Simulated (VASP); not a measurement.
Set up this calculation in VASP 6.6.1, as the native input.

```
Task                   : single point
Functional             : PBE
Potentials or basis    : VASP PAW PBE potentials, release 64 (Li_sv, I, F)
Cutoff                 : 520 eV
k mesh                 : 3 × 3 × 4
Occupations            : gaussian, width 0.1 eV
Spin                   : collinear spin, ferromagnetic start
Starting moments       : [0.0, 0.0, 0.0, 0.0, 1.0, 1.0] μB
Dipole correction      : no
Further INCAR settings : ALGO = Normal; EDIFF = 1e-06; NBANDS = 32
```

The structure of LiI3F2 lies in POSCAR:

```
LiI3F2
1.0
    6.3612354000      0.0000000000      0.0000000000
   -3.1806177000      5.5089914600      0.0000000000
    0.0000000000      0.0000000000      4.9476385800
Li I F
1 3 2
Direct
    0.0000000000      0.0000000000      0.0000000000
    0.5000000000      0.0000000000      0.5000000000
    0.5000000000      0.5000000000      0.5000000000
    0.0000000000      0.5000000000      0.5000000000
    0.3333333300      0.6666666700      0.0000000000
    0.6666666700      0.3333333300      0.0000000000
```

The input as run:

INCAR

```
PREC = Accurate
ENCUT = 520
EDIFF = 1E-6
ISMEAR = 0
SIGMA = 0.1
LREAL = F
LASPH = T
NELM = 150
ALGO = Normal
ISIF = 2
LWAVE = F
LCHARG = F
ISPIN = 2
MAGMOM = 0 0 0 0 1 1
LORBIT = 11
GGA = PE
NBANDS = 32
```

KPOINTS

```
Automatic mesh
0
Gamma
  3 3 4
```

Potentials or basis: VASP PAW PBE potentials, release 64 (Li_sv, I, F).

The run is started by

```sh
$ cat potpaw_PBE.64/Li_sv/POTCAR potpaw_PBE.64/I/POTCAR potpaw_PBE.64/F/POTCAR > POTCAR
$ mpirun -np 1 vasp_std > vasp.out
```

Results of the run:

The net moment is -1.04 μB per cell, the site moments are Li +0.00; I -0.14; F -0.20 μB and the valence electrons inside the program's atomic spheres are Li 1.99; I 4.16; F 5.97.

Caveat: the k points lie up to 0.38 Å⁻¹ apart.

Run time: 85 s on 1 thread of AMD EPYC 9R45 96-Core Processor (Zen 5), with other jobs on the host, peak memory 0.36 GiB.
